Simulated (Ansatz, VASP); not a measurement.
W: VASP beside Ansatz

Contents of POSCAR:

```
W
1.0
    0.0000000000      2.0300000000      2.0300000000
    2.0300000000      0.0000000000      2.0300000000
    2.0300000000      2.0300000000      0.0000000000
W
1
Direct
    0.0000000000      0.0000000000      0.0000000000
```

Contents of INCAR.step1:

```
  PREC = Accurate
  ENCUT = 520
  ISMEAR = -1
  SIGMA = 0.05
  LREAL = False
  LASPH = True
  NELM = 100
  NBANDS = 13
  GGA = PE
  ALGO = Normal
  EDIFF = 1E-4
  LWAVE = True
  LCHARG = False
```

The input INCAR.step2:

```
  PREC = Accurate
  ENCUT = 520
  EDIFF = 1E-8
  ISMEAR = -1
  SIGMA = 0.05
  LREAL = False
  LASPH = True
  NELM = 100
  ALGO = Normal
  ISIF = 2
  LWAVE = False
  LCHARG = False
  METAGGA = R2SCAN
  LMIXTAU = True
  LEFG = True
  NBANDS = 13
  ISTART = 1
```

KPOINTS

```
regular mesh
0
Gamma
  14 14 14
```

Input for Ansatz:

```yaml
crystal:
  lattice:
    - [0.0, 2.03, 2.03]
    - [2.03, 0.0, 2.03]
    - [2.03, 2.03, 0.0]
  atoms:
    - { symbol: W, position: [0.0, 0.0, 0.0] }
kpoints:
  mp_grid: { grid: [14, 14, 14] }
  band_path:
    path:
      - [0.0, 0.0, 0.0]
      - [0.5, 0.0, 0.5]
      - [0.625, 0.25, 0.625]
      - [0.375, 0.375, 0.75]
      - [0.0, 0.0, 0.0]
      - [0.5, 0.5, 0.5]
      - [0.5, 0.25, 0.75]
      - [0.5, 0.0, 0.5]
    npoints: 5
scf:
  occupations: { method: fermi_dirac, width: 0.05 }
hamiltonian:
  xc: r2scan
  pseudopotentials: { kind: paw }
output:
  forces: true
  stress: true
  eigenvalues: true
  efg: { contact_densities: true }
```

Alike in both runs: task electric field gradients; functional r2SCAN; k mesh 14 × 14 × 14; occupations fermi-dirac, width 0.05 eV; no spin polarisation.

|  | VASP | Ansatz |
| --- | --- | --- |
| version | VASP 6.6.1 | Ansatz 0.2.0 |
| potentials or method | VASP PAW PBE potentials, release 64 (W_sv) | PAW with Ansatz's default frozen-core files, scalar-relativistic |
| plane-wave cutoff (eV) | 520 | 500 |
| valence electrons in the cell | 14 | 14 |

```csv
,VASP,Ansatz,Ansatz less VASP
pressure (GPa),-7.9,-8.8,-0.98
```

VASP's potentials were made for PBE, not for r2SCAN.

Spin-orbit coupling is off throughout.
